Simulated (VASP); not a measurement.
Set up this calculation in VASP 6.6.1, as the native input.

```
Task                   : single point
Functional             : PBE
Potentials or basis    : VASP PAW PBE potentials, release 64 (B, Pt)
Cutoff                 : 520 eV
k mesh                 : 3 × 3 × 6
Occupations            : gaussian, width 0.1 eV
Spin                   : no spin polarisation
Dipole correction      : no
Further INCAR settings : ALGO = Normal; EDIFF = 1e-06; NBANDS = 31
```

The structure of B10Pt lies in POSCAR:

```
B10Pt
1.0
    6.4764971652      0.0000000000      0.0000000000
   -3.2382485826      5.6088110726      0.0000000000
    0.0000000000      0.0000000000      3.1006868407
B Pt
10 1
Direct
    0.3333333333      0.6666666667      0.5000000000
    0.6666666667      0.3333333333      0.5000000000
    0.3720612770      0.1523978652      0.5000000000
    0.8476021348      0.2196634118      0.5000000000
    0.7803365882      0.6279387230      0.5000000000
    0.1523978652      0.3720612770      0.5000000000
    0.2196634118      0.8476021348      0.5000000000
    0.6279387230      0.7803365882      0.5000000000
    0.3333333333      0.6666666667      0.0000000000
    0.6666666667      0.3333333333      0.0000000000
    0.0000000000      0.0000000000      0.5000000000
```

The cell was built from a structure type or drawn by symmetry, and may not be a known phase.

These files were run (other wordings do the same):

INCAR

```
SYSTEM = B10Pt
PREC = Accurate ; ENCUT = 520
EDIFF = 1E-6 ; ISMEAR = 0
SIGMA = 0.1 ; LREAL = .False.
LASPH = .True. ; NELM = 80
ALGO = Normal ; ISIF = 2
LWAVE = .False. ; LCHARG = .False.
GGA = PE ; NBANDS = 31
```

KPOINTS

```
Automatic mesh
0
Gamma
  3 3 6
  0 0 0
```

Potentials or basis: VASP PAW PBE potentials, release 64 (B, Pt).

The run is started by

```bash
$ cat potpaw_PBE.64/B/POTCAR potpaw_PBE.64/Pt/POTCAR > POTCAR
$ mpirun -np 1 vasp_std > vasp.out
```

Results of the run:

```yaml
Pressure: -0.2 GPa
Largest_force: 0.017 eV/Å
Band_gap_on_the_k_mesh: zero (bands 20 and 21 overlap by 3.48 eV)
```

Caveat: the k points lie up to 0.37 Å⁻¹ apart, too coarse for converged energies and pressures of a metal; spin-orbit coupling is left out, which moves the levels of the heavy elements.

It took 63 s on 1 thread of Intel Xeon 8259CL, on a shared host, peak memory 0.23 GiB.
